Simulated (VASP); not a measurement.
Pb:

```
Pb
1.0
     0.00000    2.45841    2.45841
     2.45841    0.00000    2.45841
     2.45841    2.45841    0.00000
Pb
1
Direct
  0.00000 0.00000 0.00000
```

Base run:

```yaml
Program: VASP 6.6.1
Functional: revPBE
Dispersion: D3(BJ)
Potentials_or_basis: VASP PAW PBE potentials, release 64 (Pb_d)
Cutoff: 520 eV
k_mesh: 9 × 9 × 9
Occupations: fermi-dirac, width 0.05 eV
Spin: no spin polarisation
```

Its results: band gap on the k mesh zero (band 7 reaches 15.20 eV, above the bottom of band 8 at 6.02 eV); pressure 0.4 GPa.

**Question.** After a change of settings the same cell gave: band gap on the k mesh zero (band 7 reaches 15.24 eV, above the bottom of band 8 at 6.05 eV); pressure -16.4 GPa. Which change was it?
A. functional from revPBE to RPBE
B. dispersion from D3(BJ) to D4; further incar settings from ALGO = Fast; EDIFF = 1e-06; NBANDS = 13 to ALGO = Fast; EDIFF = 1e-07; NBANDS = 13
C. functional from revPBE to r2SCAN; further incar settings from ALGO = Fast; EDIFF = 1e-06; NBANDS = 13 to ALGO = Normal; EDIFF = 1e-06; NBANDS = 13
D. functional from revPBE to PBEsol; further incar settings from ALGO = Fast; EDIFF = 1e-06; NBANDS = 13 to ALGO = Normal; EDIFF = 1e-06; NBANDS = 13

**Answer.** A.

Caveats: the PAW data sets were made with another functional, which shifts forces and pressure a little; spin-orbit coupling is left out, which moves the levels of the heavy elements; pairwise dispersion overbinds metals, which lowers pressure and volume.
